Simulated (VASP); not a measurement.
Set up this calculation in VASP 6.6.1, as the native input.

```
Task                   : single point
Functional             : PBEsol
Potentials or basis    : VASP PAW PBE potentials, release 64 (Ni)
Cutoff                 : 520 eV
k mesh                 : 22 × 22 × 22
Occupations            : gaussian, width 0.15 eV
Spin                   : collinear spin, ferromagnetic start
Starting moments       : [0.81] μB
Dipole correction      : no
Further INCAR settings : ALGO = Normal; EDIFF = 1e-06; NBANDS = 15
```

The structure of Ni lies in POSCAR:

```
Ni
1.0
    0.0000000000      1.6265140000      1.6972320000
    1.6265140000      0.0000000000      1.6972320000
    1.6265140000      1.6265140000      0.0000000000
Ni
1
Direct
    0.0000000000      0.0000000000      0.0000000000
```

This cell differs from its parent crystal: strain -0.080 along x and y, -0.040 along z.

One way to write it, as run:

INCAR

```
PREC = Accurate
ENCUT = 520
EDIFF = 1E-6
ISMEAR = 0
SIGMA = 0.15
LREAL = False
LASPH = True
NELM = 150
ALGO = Normal
ISIF = 2
LWAVE = False
LCHARG = True
ISPIN = 2
MAGMOM = 0.81
LORBIT = 11
LMAXMIX = 4
GGA = PS
LELF = True
LVHAR = True
NBANDS = 15
```

KPOINTS

```
regular mesh
0
Gamma
  22 22 22
```

Potentials or basis: VASP PAW PBE potentials, release 64 (Ni).

Run with:

```bash
$ cat potpaw_PBE.64/Ni/POTCAR > POTCAR
$ mpirun -np 1 vasp_std > vasp.out
```

It gave:

```json
{"Pressure": "46.8 GPa", "Net moment": "0.56 μB per cell", "Site moments": "Ni +0.55 μB", "Valence electrons inside the program's atomic spheres": "Ni 9.73"}
```

Caveat: the cell differs from its parent crystal (strain -0.080 along x and y, -0.040 along z); the PAW data sets were made with another functional, which shifts forces and pressure a little.

Run time: 2.7 min on 1 thread of Intel Xeon 6975P-C, on a shared host, peak memory 0.27 GiB.
